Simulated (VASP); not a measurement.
Runs of VASP 6.6.1 on Sn. The structure is that of space group Fm-3m (No. 225), or close to it. The cells are those of the table. 

| task | cell | k mesh | cutoff (eV) | gap on the mesh (eV) | pressure (GPa) |
| --- | --- | --- | --- | --- | --- |
| relaxation of cell and atoms | relaxed from a = 3.410 Å, angles 60.0°, 1 atom | 11 × 11 × 11 | 600 | none | 0.0 |
| single point | a = 3.209 Å, angles 60.0°, 1 atom | 13 × 13 × 13 | 520 | none | (b) |
| single point | a = 3.257 Å, angles 60.0°, 1 atom | 13 × 13 × 13 | 520 | none | (a) |
| single point | a = 3.349 Å, angles 60.0°, 1 atom | 11 × 11 × 11 | 520 | none | -0.1 |
| single point | a = 3.436 Å, angles 60.0°, 1 atom | 13 × 13 × 13 | 520 | none | -3.6 |
| single point | a = 3.393 Å, angles 60.0°, 1 atom | 13 × 13 × 13 | 520 | none | -2.1 |
| single point | a = 3.303 Å, angles 60.0°, 1 atom | 13 × 13 × 13 | 520 | none | 2.2 |
| single point | a = 3.478 Å, angles 60.0°, 1 atom | 13 × 13 × 13 | 520 | none | -4.8 |

Alike in all rows: level PBEsol; potentials or basis VASP PAW PBE potentials, release 64 (Sn_d); no spin polarisation; smearing fermi-dirac 0.1 eV.

Estimate the missing entries.

(a) 5.2; (b) 9.1.

Caveats: the PAW data sets were made with another functional, which shifts forces and pressure a little; spin-orbit coupling is left out, which moves the levels of the heavy elements.

A k mesh can miss the band edges, and the runs leave out spin-orbit coupling on Sn.

A gap of «none» marks levels without a gap at the run's occupations.
